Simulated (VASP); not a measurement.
# TaN (P-6m2) in VASP: notebook

Runs on TaN. Level: r2SCAN. Tasks: single point.

All numbers are computed with VASP 6.6.1; they aren't measurements. Logs are shortened: lines on timing, memory, paths and dates and some standing lists are left out, and cuts for length are marked.

### 1 The cell of the first run

Symmetry: P-6m2, No. 187, hexagonal system. The conventional cell has a = 2.936 Å, b = 2.936 Å, c = 2.860 Å, α = 90.00°, β = 90.00°, γ = 120.00°. Ta (site symmetry -6m2) has 6 N at 2.22 Å and 2 Ta at 2.86 Å within 2.9 Å. Within 2.9 Å of N (site symmetry -6m2) lie 6 Ta at 2.22 Å and 2 N at 2.86 Å.

### 2 Single point, r2SCAN

Contents of POSCAR:

```
TaN
1.0
    2.9363381894      0.0000000000      0.0000000000
   -1.4681690947      2.5429434661      0.0000000000
    0.0000000000      0.0000000000      2.8598013836
Ta N
1 1
Direct
    0.0000000000      0.0000000000      0.0000000000
    0.6666666667      0.3333333333      0.5000000000
```

Contents of INCAR.step1:

```
ALGO = Normal ; EDIFF = 1E-4
ENCUT = 520 ; GGA = PE
ISMEAR = 0 ; LASPH = T
LCHARG = F ; LREAL = F
LWAVE = T ; NBANDS = 15
NELM = 100 ; PREC = Accurate
SIGMA = 0.1
```

Contents of INCAR.step2:

```
ALGO = Normal ; EDIFF = 1E-7
ENCUT = 520 ; ISIF = 2
ISMEAR = 0 ; ISTART = 1
LASPH = T ; LCHARG = F
LMIXTAU = T ; LREAL = F
LWAVE = F ; METAGGA = R2SCAN
NBANDS = 15 ; NELM = 100
PREC = Accurate ; SIGMA = 0.1
```

Contents of KPOINTS:

```
k-points
0
Gamma
  6 6 6
```

Potentials or basis: VASP PAW PBE potentials, release 64 (Ta_pv, N).

The run is started by

```sh
cat potpaw_PBE.64/Ta_pv/POTCAR potpaw_PBE.64/N/POTCAR > POTCAR
cp INCAR.step1 INCAR
mpirun -np 1 vasp_std > vasp.out
cp INCAR.step2 INCAR
mpirun -np 1 vasp_std > vasp.out
```

OUTCAR:

```text
EDIFF = 1E-7
   ENCUT = 520
   ISIF = 2
   ISMEAR = 0
   ISTART = 1
   LASPH = T
   LREAL = F
   METAGGA = R2SCAN
   NELM = 100
   PREC = Accurate

 ion  position               nearest neighbor table
   1  0.000  0.000  0.000-   2 2.22   2 2.22   2 2.22   2 2.22   2 2.22   2 2.22
   2  0.667  0.333  0.500-   1 2.22   1 2.22   1 2.22   1 2.22   1 2.22   1 2.22

  LATTYP: Found a hexagonal cell.
 ALAT       =     2.9363381894
 C/A-ratio  =     0.9739346081

  Lattice vectors:

 A1 = (   2.9363381894,   0.0000000000,   0.0000000000)
 A2 = (  -1.4681690947,   2.5429434661,   0.0000000000)
 A3 = (   0.0000000000,   0.0000000000,   2.8598013836)

Analysis of symmetry for initial positions (statically):
=====================================================================
 Subroutine PRICEL returns:
 Original cell was already a primitive cell.

 Routine SETGRP: Setting up the symmetry group for a
 hexagonal supercell.

 Subroutine GETGRP returns: Found 12 space group operations
 (whereof 12 operations were pure point group operations)
 out of a pool of 24 trial point group operations.

The static configuration has the point symmetry D_3h.

Analysis of symmetry for dynamics (positions and initial velocities):
=====================================================================
 Subroutine PRICEL returns:
 Original cell was already a primitive cell.

 Routine SETGRP: Setting up the symmetry group for a
 hexagonal supercell.

 Subroutine GETGRP returns: Found 12 space group operations
 (whereof 12 operations were pure point group operations)
 out of a pool of 24 trial point group operations.

The dynamic configuration has the point symmetry D_3h.

 Subroutine INISYM returns: Found 12 space group operations
 (whereof 12 operations are pure point group operations),
 and found     1 'primitive' translations

----------------------------------------------------------------------------------------

                                     Primitive cell

  volume of cell :      21.3540

  direct lattice vectors                    reciprocal lattice vectors
     2.936338189  0.000000000  0.000000000     0.340560227  0.196622539  0.000000000
    -1.468169095  2.542943466  0.000000000     0.000000000  0.393245077  0.000000000
     0.000000000  0.000000000  2.859801384     0.000000000  0.000000000  0.349674633

  length of vectors
     2.936338189  2.936338189  2.859801384     0.393245077  0.393245077  0.349674633

  position of ions in fractional coordinates (direct lattice)
     0.000000000  0.000000000  0.000000000
     0.666666667  0.333333333  0.500000000
[... 89 lines left out ...]
   NUPDOWN=      -1.0000    fix difference up-down
   EMIN   =  10.00;   EMAX   =-10.00  energy-range for DOS
   EFERMI =   0.00;   METHOD = LEGACY
   ISMEAR =     0;   SIGMA  =   0.10  broadening in eV -4-tet -1-fermi 0-gaus
   EFERMI_NEDOS =   21; number of points for ismear=-14 and -15
   IALGO  =     38    algorithm
   IMIX   =      4    mixing-type and parameters
     AMIX     =   0.40;   BMIX     =  1.00
     AMIX_MAG =   1.60;   BMIX_MAG =  1.00
  volume/ion in A,a.u.               =      10.68        72.05
  Fermi-wavevector in a.u.,A,eV,Ry     =   1.486923  2.809878 30.081683  2.210941
  Thomas-Fermi vector in A             =   2.600149
   LORBIT       =      0    0 simple, 1 ext, 2 COOP (PROOUT), +10 PAW based schemes
   METAGGA = R2SCAN    functional components
   LHFCALC =     F    Hartree Fock is set to
   AEXX    =    0.0000 exact exchange contribution
   IVDW    =     0    specifies the selected vdW correction
   LEPSILON=     F    determine dielectric tensor
   LRPA    =     F    only Hartree local field effects (RPA)
 non-spin polarized calculation
 Gauss-broadening in eV      SIGMA  =   0.10
  energy-cutoff  :      520.00
  volume of cell :       21.35
 maximum number of plane-waves:       599
 NGX is ok and might be reduce to    24
   NGX = 11   NGY = 11   NGZ = 11

 number of electron      16.0000000 magnetization

 Free energy of the ion-electron system (eV)
  ---------------------------------------------------
  ext. energy  EPLUGINS =         0.00000000
  ---------------------------------------------------
  free energy    TOTEN  =       -60.38913723 eV

  energy without entropy =      -60.38829879  energy(sigma->0) =      -60.38871801

 E-fermi :   8.5490     XC(G=0): -14.4052

 val. band max:        8.3338676551   @ k =   0.3333   0.3333   0.0000
 cond. band min:       8.5965458573   @ k =   0.0000   0.0000   0.3333
 fundamental gap:      0.2626782022
 Fermi energy:         8.5489844990

 k-point     1 :       0.0000    0.0000    0.0000
  band No.  band energies     occupation
      1     -27.7798      2.00000
      2     -27.5343      2.00000
      3     -27.5343      2.00000
      4     -10.5748      2.00000
      5       3.3834      2.00000
      6       3.3834      2.00000
      7       3.8949      2.00000
      8       5.2066      2.00000
      9      10.8053      0.00000
     10      12.1658      0.00000
     11      12.1658      0.00000
     12      12.6145      0.00000
     13      12.6145      0.00000
     14      18.9681      0.00000
[... 401 lines left out ...]
      2     -28.1927      2.00000
      3     -27.6130      2.00000
      4      -8.4166      2.00000
      5       0.4434      2.00000
      6       2.3957      2.00000
      7       2.6531      2.00000
      8       6.8099      2.00000
      9      11.8258      0.00000
     10      12.2397      0.00000
     11      13.7881      0.00000
     12      14.9492      0.00000
     13      18.9606      0.00000
     14      19.8957      0.00000
     15      21.5343      0.00000

 [... further k-points ...]

------------------------ aborting loop because EDIFF is reached ----------------------------------------

  FORCE on cell =-STRESS in cart. coord.  units (eV):
  Direction    XX          YY          ZZ          XY          YZ          ZX
  --------------------------------------------------------------------------------------
  -------------------------------------------------------------------------------------
  Total        0.3899313      0.3899313      1.2417632      0.0000000      0.0000000      0.0000000
  in kB       29.2563431     29.2563431     93.1688491      0.0000000      0.0000000      0.0000000
  external PRESSURE =      50.5605118 kB  Pullay stress =       0.0000000 kB

 VOLUME and BASIS-vectors are now :
 -----------------------------------------------------------------------------
  energy-cutoff  :      520.00
  volume of cell :       21.35
      direct lattice vectors                 reciprocal lattice vectors
     2.936338189  0.000000000  0.000000000     0.340560227  0.196622539  0.000000000
    -1.468169095  2.542943466  0.000000000     0.000000000  0.393245077  0.000000000
     0.000000000  0.000000000  2.859801384     0.000000000  0.000000000  0.349674633

 POSITION                                       TOTAL-FORCE (eV/Angst)
 -----------------------------------------------------------------------------------
      0.00000      0.00000      0.00000        -0.000000     -0.000000      0.000000
      1.46817      0.84765      1.42990         0.000000      0.000000      0.000000
 -----------------------------------------------------------------------------------
    total drift:                                0.000000     -0.000000      0.000000

  FREE ENERGIE OF THE ION-ELECTRON SYSTEM (eV)
  ---------------------------------------------------
  free  energy   TOTEN  =       -60.3891372266 eV

  energy  without entropy=      -60.3882987856  energy(sigma->0) =      -60.38871801
```

OUTCAR.step1:

```text
EDIFF = 1E-4
   ENCUT = 520
   GGA = PE
   ISMEAR = 0
   LASPH = T
[... 654 lines left out ...]
 -----------------------------------------------------------------------------------
      0.00000      0.00000      0.00000         0.000000      0.000000      0.000000
      1.46817      0.84765      1.42990        -0.000000      0.000000      0.000000
 -----------------------------------------------------------------------------------
    total drift:                               -0.000000      0.000000      0.000000

  FREE ENERGIE OF THE ION-ELECTRON SYSTEM (eV)
  ---------------------------------------------------
  free  energy   TOTEN  =       -22.4298058179 eV

  energy  without entropy=      -22.4286185164  energy(sigma->0) =      -22.42921217
```

OSZICAR.step1:

```text
N       E                     dE             d eps       ncg     rms          rms(c)
DAV:   1     0.965674766404E+02    0.96567E+02   -0.86354E+03   840   0.110E+03
DAV:   2    -0.217281007556E+02   -0.11830E+03   -0.11178E+03  1022   0.304E+02
DAV:   3    -0.249433615400E+02   -0.32153E+01   -0.32027E+01   980   0.490E+01
DAV:   4    -0.249557092135E+02   -0.12348E-01   -0.12346E-01  1099   0.339E+00
DAV:   5    -0.249557730702E+02   -0.63857E-04   -0.63856E-04   966   0.221E-01    0.240E+01
DAV:   6    -0.224997132498E+02    0.24561E+01   -0.40174E+00  1071   0.237E+01    0.101E+01
DAV:   7    -0.224574336652E+02    0.42280E-01   -0.64192E-01   903   0.616E+00    0.710E+00
DAV:   8    -0.224393039342E+02    0.18130E-01   -0.15441E-01  1036   0.333E+00    0.177E+00
DAV:   9    -0.224297888851E+02    0.95150E-02   -0.17950E-02   952   0.114E+00    0.177E-01
DAV:  10    -0.224298875736E+02   -0.98689E-04   -0.13241E-03  1015   0.401E-01    0.103E-01
DAV:  11    -0.224298058179E+02    0.81756E-04   -0.10587E-04   678   0.106E-01
   1 F= -.22429806E+02 E0= -.22429212E+02  d E =-.118730E-02
```

It took 17 s on 1 thread of Intel Xeon 6975P-C (Granite Rapids), shared host; peak memory 0.15 GiB.

What came out:

* Free energy: -60.3891 eV
* Pressure: 5.1 GPa
* Band gap on the k mesh: zero (band 8 reaches 8.60 eV, above the bottom of band 9 at 8.25 eV)

Caveat: the k points lie up to 0.41 Å⁻¹ apart; the PAW data sets were made with another functional, which shifts forces and pressure a little; spin-orbit coupling is left out, which moves the levels of the heavy elements.

### 3 Single point, r2SCAN

POSCAR is that of step 2.

Contents of INCAR.step1:

```
ALGO = Normal ; EDIFF = 1E-5
ENCUT = 660 ; GGA = PE
GGA_COMPAT = F ; ISMEAR = 0
LASPH = T ; LCHARG = F
LREAL = F ; LWAVE = T
NBANDS = 16 ; NELM = 120
PREC = Accurate ; SIGMA = 0.1
```

Contents of INCAR.step2:

```
ALGO = Normal ; EDIFF = 1E-6
ENCUT = 660 ; GGA_COMPAT = F
ISIF = 2 ; ISMEAR = 0
ISTART = 1 ; LASPH = T
LCHARG = F ; LMIXTAU = T
LREAL = F ; LWAVE = F
METAGGA = R2SCAN ; NBANDS = 16
NELM = 120 ; PREC = Accurate
SIGMA = 0.1
```

KPOINTS is that of step 2.

Potentials or basis: VASP PAW PBE potentials, release 64 (Ta_sv_GW, N).

The run is started by

```sh
cat potpaw_PBE.64/Ta_sv_GW/POTCAR potpaw_PBE.64/N/POTCAR > POTCAR
cp INCAR.step1 INCAR
mpirun -np 1 vasp_std > vasp.out
cp INCAR.step2 INCAR
mpirun -np 1 vasp_std > vasp.out
```

OUTCAR:

```text
EDIFF = 1E-6
   ENCUT = 660
   ISIF = 2
   ISMEAR = 0
   ISTART = 1
   LASPH = T
   LREAL = F
   METAGGA = R2SCAN
   NELM = 120
   PREC = Accurate

 ion  position               nearest neighbor table
   1  0.000  0.000  0.000-   2 2.22   2 2.22   2 2.22   2 2.22   2 2.22   2 2.22
   2  0.667  0.333  0.500-   1 2.22   1 2.22   1 2.22   1 2.22   1 2.22   1 2.22

  LATTYP: Found a hexagonal cell.
 ALAT       =     2.9363381894
 C/A-ratio  =     0.9739346081

  Lattice vectors:

 A1 = (   2.9363381894,   0.0000000000,   0.0000000000)
 A2 = (  -1.4681690947,   2.5429434661,   0.0000000000)
 A3 = (   0.0000000000,   0.0000000000,   2.8598013836)

Analysis of symmetry for initial positions (statically):
=====================================================================
 Subroutine PRICEL returns:
 Original cell was already a primitive cell.

 Routine SETGRP: Setting up the symmetry group for a
 hexagonal supercell.

 Subroutine GETGRP returns: Found 12 space group operations
 (whereof 12 operations were pure point group operations)
 out of a pool of 24 trial point group operations.
[... 158 lines left out ...]
  ext. energy  EPLUGINS =         0.00000000
  ---------------------------------------------------
  free energy    TOTEN  =       -62.95551474 eV

  energy without entropy =      -62.95467886  energy(sigma->0) =      -62.95509680

 E-fermi :  12.7898     XC(G=0): -14.7034

 val. band max:       12.5626136067   @ k =   0.3333   0.3333   0.0000
 cond. band min:      12.8374171478   @ k =   0.0000   0.0000   0.3333
 fundamental gap:      0.2748035411
 Fermi energy:        12.7897977487

 k-point     1 :       0.0000    0.0000    0.0000
  band No.  band energies     occupation
      1     -58.0132      2.00000
      2     -23.5482      2.00000
      3     -23.3056      2.00000
      4     -23.3056      2.00000
      5      -6.3243      2.00000
      6       7.6208      2.00000
[... 433 lines left out ...]
      3     -23.9626      2.00000
      4     -23.3843      2.00000
      5      -4.1747      2.00000
      6       4.6823      2.00000
[... 8 lines left out ...]
     15      25.6459      0.00000
     16      28.1406      0.00000

 [... further k-points ...]
[... 5 lines left out ...]
  --------------------------------------------------------------------------------------
  -------------------------------------------------------------------------------------
  Total        0.1649191      0.1649191      1.0011869      0.0000000     -0.0000000      0.0000000
  in kB       12.3737919     12.3737919     75.1185291      0.0000000     -0.0000000      0.0000000
  external PRESSURE =      33.2887043 kB  Pullay stress =       0.0000000 kB

 VOLUME and BASIS-vectors are now :
 -----------------------------------------------------------------------------
  energy-cutoff  :      660.00
  volume of cell :       21.35
      direct lattice vectors                 reciprocal lattice vectors
     2.936338189  0.000000000  0.000000000     0.340560227  0.196622539  0.000000000
    -1.468169095  2.542943466  0.000000000     0.000000000  0.393245077  0.000000000
     0.000000000  0.000000000  2.859801384     0.000000000  0.000000000  0.349674633

 POSITION                                       TOTAL-FORCE (eV/Angst)
 -----------------------------------------------------------------------------------
      0.00000      0.00000      0.00000         0.000000      0.000000      0.000000
      1.46817      0.84765      1.42990        -0.000000      0.000000      0.000000
 -----------------------------------------------------------------------------------
    total drift:                               -0.000000      0.000000      0.000000

  FREE ENERGIE OF THE ION-ELECTRON SYSTEM (eV)
  ---------------------------------------------------
  free  energy   TOTEN  =       -62.9555147389 eV

  energy  without entropy=      -62.9546788644  energy(sigma->0) =      -62.95509680
```

It took 1.7 min on 1 thread of Intel Xeon Platinum 8375C at 2.90GHz (Ice Lake), shared host; peak memory 0.17 GiB.

What came out:

```yaml
Free_energy: -62.9555 eV
Pressure: 3.3 GPa
Band_gap_on_the_k_mesh: zero (band 9 reaches 12.84 eV, above the bottom of band 10 at 12.49 eV)
```

Caveat: the k points lie up to 0.41 Å⁻¹ apart; the PAW data sets were made with another functional, which shifts forces and pressure a little; spin-orbit coupling is left out, which moves the levels of the heavy elements.
